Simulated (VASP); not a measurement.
# Rb2Hg (P4/mmm) in VASP: single point with r2SCAN

Aim: the single point of Rb2Hg with r2SCAN.

Program: VASP 6.6.1. These are calculated values, not measurements. Logs are shortened: lines on timing, memory, paths and dates and some standing lists are left out, and cuts for length are marked.

## (1) The cell of the first run

The structure is tetragonal, space group P4/mmm (No. 123). The conventional cell has a = 6.399 Å, b = 6.399 Å, c = 4.432 Å, α = 90.00°, β = 90.00°, γ = 90.00°. Rb (site symmetry mmm) has 4 Hg at 3.89 Å and 6 Rb at 4.43 to 4.52 Å within 5.1 Å. Hg (site symmetry 4/mmm) has 8 Rb at 3.89 Å and 2 Hg at 4.43 Å within 5.1 Å.

## (2) Single point, r2SCAN

The input, POSCAR:

```
Rb2Hg
1.0
    6.3989858000      0.0000000000      0.0000000000
    0.0000000000      6.3989858000      0.0000000000
    0.0000000000      0.0000000000      4.4324479000
Rb Hg
2 1
Direct
    0.0000000000      0.5000000000      0.5000000000
    0.5000000000      0.0000000000      0.5000000000
    0.0000000000      0.0000000000      0.0000000000
```

The input, INCAR.step1:

```
PREC = Accurate
ENCUT = 520
ISMEAR = 0
SIGMA = 0.1
LREAL = F
LASPH = T
NELM = 100
NBANDS = 22
GGA = PE
ALGO = Normal
EDIFF = 1E-4
LWAVE = T
LCHARG = F
```

The input, INCAR.step2:

```
PREC = Accurate
ENCUT = 520
EDIFF = 1E-7
ISMEAR = 0
SIGMA = 0.1
LREAL = F
LASPH = T
NELM = 100
ALGO = Normal
ISIF = 2
LWAVE = F
LCHARG = F
METAGGA = R2SCAN
LMIXTAU = T
NBANDS = 22
ISTART = 1
```

The input, KPOINTS:

```
Automatic mesh
0
Gamma
  8 8 10
```

Potentials or basis: VASP PAW PBE potentials, release 64 (Rb_sv, Hg).

Started as:

```console
> cat potpaw_PBE.64/Rb_sv/POTCAR potpaw_PBE.64/Hg/POTCAR > POTCAR
> cp INCAR.step1 INCAR
> mpirun -np 1 vasp_std > vasp.out
> cp INCAR.step2 INCAR
> mpirun -np 1 vasp_std > vasp.out
```

OUTCAR:

```text
PREC = Accurate
   ENCUT = 520
   EDIFF = 1E-7
   ISMEAR = 0
   LREAL = F
   LASPH = T
   NELM = 100
   ISIF = 2
   METAGGA = R2SCAN
   ISTART = 1

 ion  position               nearest neighbor table
   1  0.000  0.500  0.500-   3 3.89   3 3.89   3 3.89   3 3.89   2 4.52   2 4.52   2 4.52   2 4.52

   2  0.500  0.000  0.500-   3 3.89   3 3.89   3 3.89   3 3.89   1 4.52   1 4.52   1 4.52   1 4.52

   3  0.000  0.000  0.000-   1 3.89   2 3.89   1 3.89   2 3.89   1 3.89   1 3.89   2 3.89   2 3.89

  LATTYP: Found a simple tetragonal cell.
 ALAT       =     6.3989858000
 C/A-ratio  =     0.6926797525

  Lattice vectors:

 A1 = (   6.3989858000,   0.0000000000,   0.0000000000)
 A2 = (   0.0000000000,   6.3989858000,   0.0000000000)
 A3 = (   0.0000000000,   0.0000000000,   4.4324479000)

Analysis of symmetry for initial positions (statically):
=====================================================================
 Subroutine PRICEL returns:
 Original cell was already a primitive cell.

 Routine SETGRP: Setting up the symmetry group for a
 simple tetragonal supercell.

 Subroutine GETGRP returns: Found 16 space group operations
 (whereof 16 operations were pure point group operations)
 out of a pool of 16 trial point group operations.

The static configuration has the point symmetry D_4h.

Analysis of symmetry for dynamics (positions and initial velocities):
=====================================================================
 Subroutine PRICEL returns:
 Original cell was already a primitive cell.

 Routine SETGRP: Setting up the symmetry group for a
 simple tetragonal supercell.

 Subroutine GETGRP returns: Found 16 space group operations
 (whereof 16 operations were pure point group operations)
 out of a pool of 16 trial point group operations.

The dynamic configuration has the point symmetry D_4h.

 Subroutine INISYM returns: Found 16 space group operations
 (whereof 16 operations are pure point group operations),
 and found     1 'primitive' translations

----------------------------------------------------------------------------------------

                                     Primitive cell

  volume of cell :     181.4955

  direct lattice vectors                    reciprocal lattice vectors
     6.398985800  0.000000000  0.000000000     0.156274765  0.000000000  0.000000000
     0.000000000  6.398985800  0.000000000     0.000000000  0.156274765  0.000000000
     0.000000000  0.000000000  4.432447900     0.000000000  0.000000000  0.225608969

  length of vectors
     6.398985800  6.398985800  4.432447900     0.156274765  0.156274765  0.225608969

  position of ions in fractional coordinates (direct lattice)
     0.000000000  0.500000000  0.500000000
     0.500000000  0.000000000  0.500000000
     0.000000000  0.000000000  0.000000000

  ion indices of the primitive-cell ions
   primitive index   ion index
                 1           1
                 2           2
                 3           3

----------------------------------------------------------------------------------------

 KPOINTS: Automatic mesh

Automatic generation of k-mesh.
 Grid dimensions read from file:
 generate k-points for:    8    8   10

 Generating k-lattice:

  Cartesian coordinates                     Fractional coordinates (reciprocal lattice)
     0.019534346  0.000000000  0.000000000     0.125000000  0.000000000  0.000000000
     0.000000000  0.019534346  0.000000000     0.000000000  0.125000000  0.000000000
     0.000000000  0.000000000  0.022560897     0.000000000  0.000000000  0.100000000

  Length of vectors
     0.019534346  0.019534346  0.022560897

  Shift w.r.t. Gamma in fractional coordinates (k-lattice)
     0.000000000  0.000000000  0.000000000

 Subroutine IBZKPT returns following result:
 ===========================================

 Found     90 irreducible k-points:

 Following reciprocal coordinates:
            Coordinates               Weight
  0.000000  0.000000  0.000000      1.000000
  0.125000  0.000000  0.000000      4.000000
  0.250000  0.000000  0.000000      4.000000
  0.375000  0.000000  0.000000      4.000000
  0.500000  0.000000  0.000000      2.000000
  0.125000  0.125000  0.000000      4.000000
[... 16 lines left out ...]
  0.375000  0.125000  0.100000     16.000000
  0.500000  0.125000  0.100000      8.000000
 [... further k-points ...]
   k-points           NKPTS =     90   k-points in BZ     NKDIM =     90   number of bands    NBANDS=     22
   number of dos      NEDOS =    301   number of ions     NIONS =      3
   total plane-waves  NPLWV =  82944
   dimension x,y,z NGX =    48 NGY =   48 NGZ =   36
   dimension x,y,z NGXF=    96 NGYF=   96 NGZF=   72
   ions per type =               2   1
   NGX,Y,Z   is equivalent  to a cutoff of  12.47, 12.47, 13.50 a.u.
   NGXF,Y,Z  is equivalent  to a cutoff of  24.94, 24.94, 27.00 a.u.
 SYSTEM =  unknown system
   PREC   = accura    normal or accurate (medium, high low for compatibility)
   ISTART =      1    job   : 0-new  1-cont  2-samecut
   ICHARG =      0    charge: 1-file 2-atom 10-const
   ISPIN  =      1    spin polarized calculation?
   LNONCOLLINEAR =      F non collinear calculations
   LSORBIT =      F    spin-orbit coupling
   LASPH  =      T    aspherical Exc in radial PAW
   ENCUT  =  520.0 eV  38.22 Ry    6.18 a.u.  11.90 11.90  8.24*2*pi/ulx,y,z
   NELM   =    100;   NELMIN=  2; NELMDL=  0     # of ELM steps
   EDIFF  = 0.1E-06   stopping-criterion for ELM
   LREAL  =      F    real-space projection
   EDIFFG = 0.1E-05   stopping-criterion for IOM
   NSW    =      0    number of steps for IOM
   IBRION =     -1    ionic relax: 0-MD 1-quasi-New 2-CG
   NFREE  =      0    steps in history (QN), initial steepest desc. (CG)
   ISIF   =      2    stress and relaxation
   ISYM   =      2    0-nonsym 1-usesym 2-fastsym
   POTIM  = 0.5000    time-step for ionic-motion
   TEBEG  =    0.0;   TEEND  =   0.0 temperature during run
   PSTRESS=    0.0 pullay stress
   NELECT =      30.0000    total number of electrons
   NUPDOWN=      -1.0000    fix difference up-down
   EMIN   =  10.00;   EMAX   =-10.00  energy-range for DOS
   EFERMI =   0.00;   METHOD = LEGACY
   ISMEAR =     0;   SIGMA  =   0.10  broadening in eV -4-tet -1-fermi 0-gaus
   EFERMI_NEDOS =   21; number of points for ismear=-14 and -15
   IALGO  =     38    algorithm
   IMIX   =      4    mixing-type and parameters
     AMIX     =   0.40;   BMIX     =  1.00
     AMIX_MAG =   1.60;   BMIX_MAG =  1.00
  volume/ion in A,a.u.               =      60.50       408.26
  Fermi-wavevector in a.u.,A,eV,Ry     =   0.898449  1.697822 10.982759  0.807210
  Thomas-Fermi vector in A             =   2.021159
   LORBIT       =      0    0 simple, 1 ext, 2 COOP (PROOUT), +10 PAW based schemes
   METAGGA = R2SCAN    functional components
   LHFCALC =     F    Hartree Fock is set to
   AEXX    =    0.0000 exact exchange contribution
   IVDW    =     0    specifies the selected vdW correction
   LEPSILON=     F    determine dielectric tensor
   LRPA    =     F    only Hartree local field effects (RPA)
 non-spin polarized calculation
 Gauss-broadening in eV      SIGMA  =   0.10
  energy-cutoff  :      520.00
  volume of cell :      181.50
 maximum number of plane-waves:      4920
 NGX is ok and might be reduce to    48
   NGX = 23   NGY = 23   NGZ = 17

 number of electron      30.0000002 magnetization

 Free energy of the ion-electron system (eV)
  ---------------------------------------------------
  ext. energy  EPLUGINS =         0.00000000
  ---------------------------------------------------
  free energy    TOTEN  =       -77.52301649 eV

  energy without entropy =      -77.51282698  energy(sigma->0) =      -77.51792173

 E-fermi :   0.4998     XC(G=0):  -6.7508

 val. band max:        0.4919755610   @ k =   0.1250   0.0000   0.3000
 cond. band min:       0.5007510654   @ k =   0.5000   0.0000   0.4000
 fundamental gap:      0.0087755045
 Fermi energy:         0.4997868302

 k-point     1 :       0.0000    0.0000    0.0000
  band No.  band energies     occupation
      1     -29.2784      2.00000
      2     -29.2666      2.00000
      3     -12.8913      2.00000
      4     -12.8913      2.00000
      5     -12.7646      2.00000
      6     -12.7583      2.00000
[... 14 lines left out ...]
     21       4.5086      0.00000
     22       5.6639      0.00000

 k-point     2 :       0.1250    0.0000    0.0000
  band No.  band energies     occupation
      1     -29.2779      2.00000
      2     -29.2671      2.00000
      3     -12.8879      2.00000
      4     -12.8868      2.00000
      5     -12.7648      2.00000
      6     -12.7638      2.00000
[... 14 lines left out ...]
     21       4.3914      0.00000
     22       5.1341      0.00000

 k-point     3 :       0.2500    0.0000    0.0000
  band No.  band energies     occupation
      1     -29.2766      2.00000
      2     -29.2683      2.00000
      3     -12.8780      2.00000
      4     -12.8742      2.00000
      5     -12.7822      2.00000
      6     -12.7761      2.00000
[... 14 lines left out ...]
     21       4.1673      0.00000
     22       4.6505      0.00000

 k-point     4 :       0.3750    0.0000    0.0000
  band No.  band energies     occupation
      1     -29.2747      2.00000
      2     -29.2702      2.00000
      3     -12.8623      2.00000
      4     -12.8567      2.00000
      5     -12.8053      2.00000
      6     -12.7940      2.00000
[... 14 lines left out ...]
     21       4.1091      0.00000
     22       4.5043      0.00000

 k-point     5 :       0.5000    0.0000    0.0000
  band No.  band energies     occupation
      1     -29.2725      2.00000
      2     -29.2724      2.00000
      3     -12.8497      2.00000
      4     -12.8453      2.00000
      5     -12.8210      2.00000
      6     -12.8056      2.00000
[... 417 lines left out ...]
 k-point    22 :       0.2500    0.1250    0.1000
  band No.  band energies     occupation
      1     -29.2756      2.00000
      2     -29.2679      2.00000
      3     -12.8932      2.00000
      4     -12.8496      2.00000
      5     -12.8052      2.00000
      6     -12.7780      2.00000
[... 14 lines left out ...]
     21       4.0044      0.00000
     22       5.0292      0.00000

 k-point    23 :       0.3750    0.1250    0.1000
  band No.  band energies     occupation
      1     -29.2738      2.00000
      2     -29.2696      2.00000
      3     -12.8847      2.00000
      4     -12.8315      2.00000
      5     -12.8277      2.00000
      6     -12.7743      2.00000
[... 14 lines left out ...]
     21       4.2393      0.00000
     22       4.7183      0.00000

 k-point    24 :       0.5000    0.1250    0.1000
  band No.  band energies     occupation
      1     -29.2717      2.00000
      2     -29.2717      2.00000
      3     -12.8758      2.00000
      4     -12.8464      2.00000
      5     -12.8158      2.00000
      6     -12.7773      2.00000
[... 14 lines left out ...]
     21       4.3237      0.00000
     22       4.6166      0.00000

 [... further k-points ...]
[... 5 lines left out ...]
  --------------------------------------------------------------------------------------
  -------------------------------------------------------------------------------------
  Total       -0.3485422     -0.3485422     -0.4228423      0.0000000      0.0000000      0.0000000
  in kB       -3.0768057     -3.0768057     -3.7327000      0.0000000      0.0000000      0.0000000
  external PRESSURE =      -3.2954371 kB  Pullay stress =       0.0000000 kB

 VOLUME and BASIS-vectors are now :
 -----------------------------------------------------------------------------
  energy-cutoff  :      520.00
  volume of cell :      181.50
      direct lattice vectors                 reciprocal lattice vectors
     6.398985800  0.000000000  0.000000000     0.156274765  0.000000000  0.000000000
     0.000000000  6.398985800  0.000000000     0.000000000  0.156274765  0.000000000
     0.000000000  0.000000000  4.432447900     0.000000000  0.000000000  0.225608969

 POSITION                                       TOTAL-FORCE (eV/Angst)
 -----------------------------------------------------------------------------------
      0.00000      3.19949      2.21622         0.000000      0.000000      0.000000
      3.19949      0.00000      2.21622         0.000000      0.000000      0.000000
      0.00000      0.00000      0.00000         0.000000      0.000000      0.000000
 -----------------------------------------------------------------------------------
    total drift:                                0.000000      0.000000     -0.000000

  FREE ENERGIE OF THE ION-ELECTRON SYSTEM (eV)
  ---------------------------------------------------
  free  energy   TOTEN  =       -77.5230164891 eV

  energy  without entropy=      -77.5128269757  energy(sigma->0) =      -77.51792173
```

Wall time 19 min (1 thread of Intel Xeon 8259CL, shared host); peak memory 0.55 GiB.

What came out:

```
Free energy            : -77.5230 eV
Pressure               : -0.3 GPa
Band gap on the k mesh : zero (bands 15 and 16 overlap by 1.22 eV)
```

Levels at points of the mesh, in eV from the Fermi level:
| k point | band 13 | band 14 | band 15 | band 16 | band 17 | band 18 |
| --- | --- | --- | --- | --- | --- | --- |
| (0.00, 0.00, 0.00) | -7.58 | -5.39 | -0.28 | 1.00 | 1.00 | 2.40 |
| (0.50, 0.00, 0.00) | -7.56 | -5.14 | -1.12 | 0.99 | 1.73 | 1.83 |
| (0.50, 0.50, 0.00) | -7.56 | -4.90 | -0.68 | -0.68 | 0.56 | 3.01 |
| (0.00, 0.00, 0.50) | -7.49 | -4.34 | -0.85 | 0.75 | 0.75 | 1.66 |
| (0.50, 0.00, 0.50) | -7.49 | -4.42 | -0.25 | 0.37 | 1.05 | 1.69 |
| (0.50, 0.50, 0.50) | -7.50 | -4.50 | 0.34 | 1.12 | 1.15 | 1.15 |

Caveat: the PAW data sets were made with another functional, which shifts forces and pressure a little; spin-orbit coupling is left out, which moves the levels of the heavy elements.
